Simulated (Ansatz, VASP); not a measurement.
## TaSi2: VASP beside Ansatz

```
Ta Si
1.0
     4.76086    0.00000    0.00000
    -2.38043    4.12303    0.00000
     0.00000    0.00000    6.55578
Ta Si
3 6
Direct
  0.48181 0.96362 0.50000
  0.48181 0.51819 0.83333
  0.03638 0.51819 0.16667
  0.14549 0.29098 0.50000
  0.82696 0.17304 0.83333
  0.70902 0.85451 0.16667
  0.82696 0.65391 0.50000
  0.14549 0.85451 0.83333
  0.34609 0.17304 0.16667
```

Change from the starting cell: mode 4 (107.0 1/cm) frozen in, largest displacement -0.150 Å.

Alike in both runs: task single point; functional PBEsol; k mesh 12 × 12 × 6; occupations gaussian, width 0.15 eV; no spin polarisation.

|  | VASP | Ansatz |
| --- | --- | --- |
| version | VASP 6.6.1 | Ansatz 0.2.0 |
| potentials or method | VASP PAW PBE potentials, release 64 (Ta_pv, Si), cutoff 520 eV | scalar-relativistic, plane waves, PAW |
| valence electrons in the cell | 57 | 63 |

```csv
,VASP,Ansatz,Ansatz less VASP
gap on the k mesh at the Fermi level (eV),none,none,-
pressure (GPa),0.8,0.4,-0.32
"traceless stress, the component that is largest in VASP (GPa)",0.17,0.11,-0.059
rms of the force components (eV/Å),0.399,0.399,-0.0002
```

VASP's potentials were made for PBE, not for PBEsol. Atom by atom the forces differ by 0.001 eV/Å (rms over components). A gap of «none» marks a metal or a gap that the smearing closes. VASP's potentials hold 57 valence electrons a cell and Ansatz's 63, so a difference there can come from the potentials and not from the codes.

Spin-orbit coupling is off throughout.
